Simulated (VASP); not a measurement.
# Zn (I4/mmm) in VASP: single point with PBE

Aim: the single point of Zn with PBE.

Everything below comes from runs of VASP 6.6.1. Logs are shortened: lines on timing, memory, paths and dates and some standing lists are left out, and cuts for length are marked.

### 1 The cell of the first run

It takes space group I4/mmm (No. 139, tetragonal). Conventional cell: a = 2.918 Å, b = 2.918 Å, c = 3.930 Å, α = 90.00°, β = 90.00°, γ = 90.00°. Within 4.2 Å of Zn (site symmetry 4/mmm) lie 18 Zn at 2.85 to 4.13 Å.

### 2 Single point, PBE (strain +0.050 along x and y, +0.000 along z)

INCAR

```
ALGO = Normal ; EDIFF = 1E-7
ENCUT = 520 ; GGA = PE
ISIF = 2 ; ISMEAR = 0
LASPH = True ; LCHARG = False
LREAL = False ; LWAVE = False
NBANDS = 12 ; NELM = 60
PREC = Accurate ; SIGMA = 0.15
```

KPOINTS

```
k-points
0
Gamma
  20 20 20
```

POSCAR

```
Zn
1.0
    0.0000000000      2.0630148000      1.9647760000
    2.0630148000      0.0000000000      1.9647760000
    2.0630148000      2.0630148000      0.0000000000
Zn
1
Direct
    0.0000000000      0.0000000000      0.0000000000
```

Potentials or basis: VASP PAW PBE potentials, release 64 (Zn).

Run with:

```bash
$ cat potpaw_PBE.64/Zn/POTCAR > POTCAR
$ mpirun -np 1 vasp_std > vasp.out
```

OUTCAR:

```text
EDIFF = 1E-7
   ENCUT = 520
   GGA = PE
   ISIF = 2
   ISMEAR = 0
   LASPH = True
   LREAL = False
   NELM = 60
   PREC = Accurate

 ion  position               nearest neighbor table
   1  0.000  0.000  0.000-

  LATTYP: Found a body centered tetragonal cell.
 ALAT       =     2.9175435095
 C/A-ratio  =     1.3468700594

  Lattice vectors:

 A1 = (   0.0000000000,  -2.0630148000,  -1.9647760000)
 A2 = (   0.0000000000,   2.0630148000,  -1.9647760000)
 A3 = (   2.0630148000,   0.0000000000,   1.9647760000)

Analysis of symmetry for initial positions (statically):
=====================================================================
 Subroutine PRICEL returns:
 Original cell was already a primitive cell.

 Routine SETGRP: Setting up the symmetry group for a
 body centered tetragonal supercell.

 Subroutine GETGRP returns: Found 16 space group operations
 (whereof 16 operations were pure point group operations)
 out of a pool of 16 trial point group operations.

The static configuration has the point symmetry D_4h.

Analysis of symmetry for dynamics (positions and initial velocities):
=====================================================================
 Subroutine PRICEL returns:
 Original cell was already a primitive cell.

 Routine SETGRP: Setting up the symmetry group for a
 body centered tetragonal supercell.

 Subroutine GETGRP returns: Found 16 space group operations
 (whereof 16 operations were pure point group operations)
 out of a pool of 16 trial point group operations.

The dynamic configuration has the point symmetry D_4h.

 Subroutine INISYM returns: Found 16 space group operations
 (whereof 16 operations are pure point group operations),
 and found     1 'primitive' translations

----------------------------------------------------------------------------------------

                                     Primitive cell

  volume of cell :      16.7243

  direct lattice vectors                    reciprocal lattice vectors
     0.000000000  2.063014800  1.964776000    -0.242363748  0.242363748  0.254481936
     2.063014800  0.000000000  1.964776000     0.242363748 -0.242363748  0.254481936
     2.063014800  2.063014800  0.000000000     0.242363748  0.242363748 -0.254481936

  length of vectors
     2.848925200  2.848925200  2.917543510     0.426897445  0.426897445  0.426897445

  position of ions in fractional coordinates (direct lattice)
     0.000000000  0.000000000  0.000000000

  ion indices of the primitive-cell ions
   primitive index   ion index
                 1           1

----------------------------------------------------------------------------------------

 KPOINTS: k-points

Automatic generation of k-mesh.
 Grid dimensions read from file:
 generate k-points for:   20   20   20

 Generating k-lattice:

  Cartesian coordinates                     Fractional coordinates (reciprocal lattice)
    -0.012118187  0.012118187  0.012724097     0.050000000  0.000000000  0.000000000
     0.012118187 -0.012118187  0.012724097     0.000000000  0.050000000  0.000000000
     0.012118187  0.012118187 -0.012724097    -0.000000000 -0.000000000  0.050000000

  Length of vectors
     0.021344872  0.021344872  0.021344872

  Shift w.r.t. Gamma in fractional coordinates (k-lattice)
     0.000000000  0.000000000  0.000000000

 Subroutine IBZKPT returns following result:
 ===========================================

 Found    641 irreducible k-points:

 Following reciprocal coordinates:
            Coordinates               Weight
  0.000000  0.000000  0.000000      1.000000
  0.050000 -0.000000  0.000000      8.000000
  0.100000 -0.000000  0.000000      8.000000
  0.150000  0.000000  0.000000      8.000000
  0.200000 -0.000000  0.000000      8.000000
  0.250000 -0.000000  0.000000      8.000000
[... 16 lines left out ...]
 -0.400000  0.050000  0.000000      8.000000
 -0.350000  0.050000  0.000000      8.000000
 [... further k-points ...]
   k-points           NKPTS =    641   k-points in BZ     NKDIM =    641   number of bands    NBANDS=     12
   number of dos      NEDOS =    301   number of ions     NIONS =      1
   total plane-waves  NPLWV =  13824
   dimension x,y,z NGX =    24 NGY =   24 NGZ =   24
   dimension x,y,z NGXF=    48 NGYF=   48 NGZF=   48
   ions per type =               1
   NGX,Y,Z   is equivalent  to a cutoff of  14.00, 14.00, 13.68 a.u.
   NGXF,Y,Z  is equivalent  to a cutoff of  28.01, 28.01, 27.35 a.u.
 SYSTEM =  unknown system
   PREC   = accura    normal or accurate (medium, high low for compatibility)
   ISTART =      0    job   : 0-new  1-cont  2-samecut
   ICHARG =      2    charge: 1-file 2-atom 10-const
   ISPIN  =      1    spin polarized calculation?
   LNONCOLLINEAR =      F non collinear calculations
   LSORBIT =      F    spin-orbit coupling
   LASPH  =      T    aspherical Exc in radial PAW
   ENCUT  =  520.0 eV  38.22 Ry    6.18 a.u.   5.30  5.30  5.42*2*pi/ulx,y,z
   NELM   =     60;   NELMIN=  2; NELMDL= -5     # of ELM steps
   EDIFF  = 0.1E-06   stopping-criterion for ELM
   LREAL  =      F    real-space projection
   EDIFFG = 0.1E-05   stopping-criterion for IOM
   NSW    =      0    number of steps for IOM
   IBRION =     -1    ionic relax: 0-MD 1-quasi-New 2-CG
   NFREE  =      0    steps in history (QN), initial steepest desc. (CG)
   ISIF   =      2    stress and relaxation
   ISYM   =      2    0-nonsym 1-usesym 2-fastsym
   POTIM  = 0.5000    time-step for ionic-motion
   TEBEG  =    0.0;   TEEND  =   0.0 temperature during run
   PSTRESS=    0.0 pullay stress
   NELECT =      12.0000    total number of electrons
   NUPDOWN=      -1.0000    fix difference up-down
   EMIN   =  10.00;   EMAX   =-10.00  energy-range for DOS
   EFERMI =   0.00;   METHOD = LEGACY
   ISMEAR =     0;   SIGMA  =   0.15  broadening in eV -4-tet -1-fermi 0-gaus
   EFERMI_NEDOS =   21; number of points for ismear=-14 and -15
   IALGO  =     38    algorithm
   IMIX   =      4    mixing-type and parameters
     AMIX     =   0.40;   BMIX     =  1.00
     AMIX_MAG =   1.60;   BMIX_MAG =  1.00
  volume/ion in A,a.u.               =      16.72       112.86
  Fermi-wavevector in a.u.,A,eV,Ry     =   1.465613  2.769607 29.225610  2.148022
  Thomas-Fermi vector in A             =   2.581449
   LORBIT       =      0    0 simple, 1 ext, 2 COOP (PROOUT), +10 PAW based schemes
   GGA     = PE    functional components
   LHFCALC =     F    Hartree Fock is set to
   AEXX    =    0.0000 exact exchange contribution
   IVDW    =     0    specifies the selected vdW correction
   LEPSILON=     F    determine dielectric tensor
   LRPA    =     F    only Hartree local field effects (RPA)
 non-spin polarized calculation
 Gauss-broadening in eV      SIGMA  =   0.15
  energy-cutoff  :      520.00
  volume of cell :       16.72
 maximum number of plane-waves:       471
 NGX is ok and might be reduce to    24
   NGX = 11   NGY = 11   NGZ = 11

 number of electron      12.0000004 magnetization

 Free energy of the ion-electron system (eV)
  ---------------------------------------------------
  ext. energy  EPLUGINS =         0.00000000
  ---------------------------------------------------
  free energy    TOTEN  =        -1.05842793 eV

  energy without entropy =       -1.05477406  energy(sigma->0) =       -1.05660100

 E-fermi :   2.4119     XC(G=0): -11.0749

 val. band max:        2.4114554333   @ k =  -0.3500   0.4000   0.2000
 cond. band min:       2.4173556527   @ k =  -0.3500   0.2000   0.1500
 fundamental gap:      0.0059002194
 Fermi energy:         2.4118982187

 k-point     1 :       0.0000    0.0000    0.0000
  band No.  band energies     occupation
      1      -7.1816      2.00000
      2      -4.9941      2.00000
      3      -4.9941      2.00000
      4      -4.8921      2.00000
      5      -4.6948      2.00000
      6      -4.6049      2.00000
      7      19.2869      0.00000
      8      19.4414      0.00000
      9      19.4414      0.00000
     10      20.6270      0.00000
     11      22.2890      0.00000
     12      22.2890      0.00000

 k-point     2 :       0.0500   -0.0000    0.0000
  band No.  band energies     occupation
      1      -7.1109      2.00000
      2      -4.9943      2.00000
      3      -4.9867      2.00000
      4      -4.8899      2.00000
      5      -4.6958      2.00000
      6      -4.6078      2.00000
      7      18.1259      0.00000
      8      19.1561      0.00000
      9      19.1782      0.00000
     10      20.3239      0.00000
     11      22.6472      0.00000
     12      22.6625      0.00000

 k-point     3 :       0.1000   -0.0000    0.0000
  band No.  band energies     occupation
      1      -6.9016      2.00000
      2      -4.9959      2.00000
      3      -4.9672      2.00000
      4      -4.8806      2.00000
      5      -4.6964      2.00000
      6      -4.6150      2.00000
      7      15.9000      0.00000
      8      18.6254      0.00000
      9      18.7404      0.00000
     10      20.1917      0.00000
     11      23.3866      0.00000
     12      23.5273      0.00000
[... 286 lines left out ...]
 k-point    23 :      -0.4000    0.0500    0.0000
  band No.  band energies     occupation
      1      -5.5107      2.00000
      2      -4.9882      2.00000
      3      -4.9122      2.00000
      4      -4.4705      2.00000
      5      -4.4415      2.00000
      6      -1.8130      2.00000
      7       3.1920      0.00000
      8      16.1268      0.00000
      9      16.1997      0.00000
     10      18.5030      0.00000
     11      20.1299      0.00000
     12      21.3856      0.00000

 k-point    24 :      -0.3500    0.0500    0.0000
  band No.  band energies     occupation
      1      -5.5008      2.00000
      2      -4.9714      2.00000
      3      -4.8947      2.00000
      4      -4.5051      2.00000
      5      -4.4978      2.00000
      6      -2.9080      2.00000
      7       4.9104      0.00000
      8      16.0176      0.00000
      9      16.6772      0.00000
     10      18.8494      0.00000
     11      20.2818      0.00000
     12      21.4295      0.00000

 [... further k-points ...]

------------------------ aborting loop because EDIFF is reached ----------------------------------------

  FORCE on cell =-STRESS in cart. coord.  units (eV):
  Direction    XX          YY          ZZ          XY          YZ          ZX
  --------------------------------------------------------------------------------------
  -------------------------------------------------------------------------------------
  Total       -0.5842999     -0.5842999     -0.3864752      0.0000000     -0.0000000      0.0000000
  in kB      -55.9755846    -55.9755846    -37.0240945      0.0000000     -0.0000000      0.0000000
  external PRESSURE =     -49.6584212 kB  Pullay stress =       0.0000000 kB

 VOLUME and BASIS-vectors are now :
 -----------------------------------------------------------------------------
  energy-cutoff  :      520.00
  volume of cell :       16.72
      direct lattice vectors                 reciprocal lattice vectors
     0.000000000  2.063014800  1.964776000    -0.242363748  0.242363748  0.254481936
     2.063014800  0.000000000  1.964776000     0.242363748 -0.242363748  0.254481936
     2.063014800  2.063014800  0.000000000     0.242363748  0.242363748 -0.254481936

 POSITION                                       TOTAL-FORCE (eV/Angst)
 -----------------------------------------------------------------------------------
      0.00000      0.00000      0.00000        -0.000000      0.000000      0.000000
 -----------------------------------------------------------------------------------
    total drift:                                0.000000      0.000000      0.000000

  FREE ENERGIE OF THE ION-ELECTRON SYSTEM (eV)
  ---------------------------------------------------
  free  energy   TOTEN  =        -1.0584279343 eV

  energy  without entropy=       -1.0547740645  energy(sigma->0) =       -1.05660100
```

Wall time 2.4 min (1 thread of Intel Xeon 8259CL, shared host); peak memory 0.24 GiB.

Results:

```yaml
Free_energy: -1.0584 eV
Pressure: -5.0 GPa
Band_gap_on_the_k_mesh: zero (bands 6 and 7 overlap by 3.68 eV)
```

Levels at points of the mesh, in eV from the Fermi level:
```csv
k point,band 2,band 3,band 4,band 5,band 6,band 7,band 8,band 9,band 10,band 11
"(0.00, 0.00, 0.00)",-7.41,-7.41,-7.30,-7.11,-7.02,16.88,17.03,17.03,18.22,19.88
"(0.50, 0.00, 0.00)",-7.42,-7.33,-6.84,-6.80,-2.48,-1.51,13.55,14.50,17.14,17.41
"(0.50, 0.50, 0.00)",-7.87,-6.83,-6.76,-6.76,-0.23,2.15,7.37,7.37,10.98,11.57
"(0.50, 0.00, 0.50)",-7.87,-6.84,-6.79,-6.73,-0.98,1.02,8.16,8.43,11.76,12.63
```

Caveat: the cell differs from its parent crystal (strain +0.050 along x and y, +0.000 along z); the cell stands under tension.
